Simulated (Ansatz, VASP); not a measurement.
# Two plane-wave programs on InAs

The input INCAR:

```
SYSTEM = InAs
PREC = Accurate
ENCUT = 520
EDIFF = 1E-6
ISMEAR = -1
SIGMA = 0.02
LREAL = .FALSE.
LASPH = .TRUE.
NELM = 100
ALGO = Normal
ISIF = 2
LWAVE = .FALSE.
LCHARG = .TRUE.
GGA = PE
LELF = .TRUE.
LVHAR = .TRUE.
NBANDS = 16
```

Contents of KPOINTS:

```
Automatic mesh
0
G
  6 6 6
  0 0 0
```

POSCAR

```
InAs
1.0
    0.0000000000      3.0545904655      3.0545904655
    3.0545904655      0.0000000000      3.0545904655
    3.0545904655      3.0545904655      0.0000000000
In As
1 1
Direct
    0.0000000000      0.0000000000      0.0000000000
    0.2500000000      0.2500000000      0.2500000000
```

Input for Ansatz:

```yaml
crystal:
  lattice:
    - [0.0, 3.0545904655, 3.0545904655]
    - [3.0545904655, 0.0, 3.0545904655]
    - [3.0545904655, 3.0545904655, 0.0]
  atoms:
    - { symbol: In, position: [0.0, 0.0, 0.0] }
    - { symbol: As, position: [0.25, 0.25, 0.25] }
kpoints:
  mp_grid: { grid: [6, 6, 6] }
hamiltonian:
  xc: pbe
scf:
  occupations: { method: fermi_dirac, width: 0.02 }
  n_extra_bands: 4
output:
  forces: true
  stress: true
  eigenvalues: true
basis:
  xc_grid: 1
```

Alike in both runs: task single point; functional PBE; k mesh 6 × 6 × 6; occupations fermi-dirac, width 0.02 eV; no spin polarisation.

```csv
,VASP,Ansatz
version,VASP 6.6.1,Ansatz 0.2.0
potentials or method,"VASP PAW PBE potentials, release 64 (In_d, As)",plane waves
plane-wave cutoff (eV),520,420
valence electrons in the cell,18,28
```

|  | VASP | Ansatz | Ansatz less VASP |
| --- | --- | --- | --- |
| pressure (GPa) | 2.1 | 2.1 | -0.05 |

VASP's potentials hold 18 valence electrons a cell and Ansatz's 28, so a difference there can come from the potentials and not from the codes.
